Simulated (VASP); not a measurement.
Write the native input for VASP 6.6.1 that does the following.

| Quantity | Value |
| --- | --- |
| Task | single point |
| Functional | LDA |
| Potentials or basis | VASP PAW LDA potentials, release 64 (Si, O) |
| Cutoff | 520 eV |
| k mesh | 6 × 6 × 6 |
| Occupations | gaussian, width 0.02 eV |
| Spin | no spin polarisation |
| Dipole correction | no |
| Further INCAR settings | LREAL = Auto; ALGO = Normal; EDIFF = 1e-06; NBANDS = 82 |

The structure of SiO2 lies in POSCAR:

```
SiO2
1.0
   -6.7180194953      6.7180194953      2.6918848666
    6.7180194953     -6.7180194953      2.6918848666
    6.7180194953      6.7180194953     -2.6918848666
Si O
8 16
Direct
    0.2136988214      0.3791089858      0.5928078072
    0.3791089858      0.7863011786      0.1654101644
    0.6208910142      0.2136988214      0.8345898356
    0.7863011786      0.3791089858      0.1654101644
    0.2136988214      0.6208910142      0.8345898356
    0.7863011786      0.6208910142      0.4071921928
    0.3791089858      0.2136988214      0.5928078072
    0.6208910142      0.7863011786      0.4071921928
    0.9030868688      0.0969131312      0.5000000000
    0.0969131312      0.5969131312      0.1938262625
    0.4030868688      0.9030868688      0.8061737375
    0.5969131312      0.4030868688      0.5000000000
    0.0969131312      0.9030868688      0.5000000000
    0.9030868688      0.4030868688      0.8061737375
    0.5969131312      0.0969131312      0.1938262625
    0.4030868688      0.5969131312      0.5000000000
    0.2284934245      0.5000000000      0.7284934245
    0.5000000000      0.7715065755      0.2715065755
    0.5000000000      0.2284934245      0.7284934245
    0.7715065755      0.5000000000      0.2715065755
    0.3204788206      0.3204788206      0.6409576411
    0.3204788206      0.6795211794      0.0000000000
    0.6795211794      0.3204788206      0.0000000000
    0.6795211794      0.6795211794      0.3590423589
```

The input as run:

INCAR

```
PREC = Accurate ; ENCUT = 520
EDIFF = 1E-6 ; ISMEAR = 0
SIGMA = 0.02 ; LREAL = Auto
LASPH = True ; NELM = 100
ALGO = Normal ; ISIF = 2
LWAVE = False ; LCHARG = True
LELF = True ; LVHAR = True
NBANDS = 82
```

KPOINTS

```
regular mesh
0
Gamma
  6 6 6
```

Potentials or basis: VASP PAW LDA potentials, release 64 (Si, O).

Run with:

```sh
$ cat potpaw_LDA.64/Si/POTCAR potpaw_LDA.64/O/POTCAR > POTCAR
$ mpirun -np 1 vasp_std > vasp.out
```

It gave:

- Pressure: -7.0 GPa
- Largest force: 0.046 eV/Å
- Band gap on the k mesh: 5.26 eV (least direct gap 5.27 eV)

Caveat: the cell stands under tension.

Wall time 2.1 h on 1 thread of Oxide Virtual Turin-like Processor (shared host), peak memory 1.1 GiB.
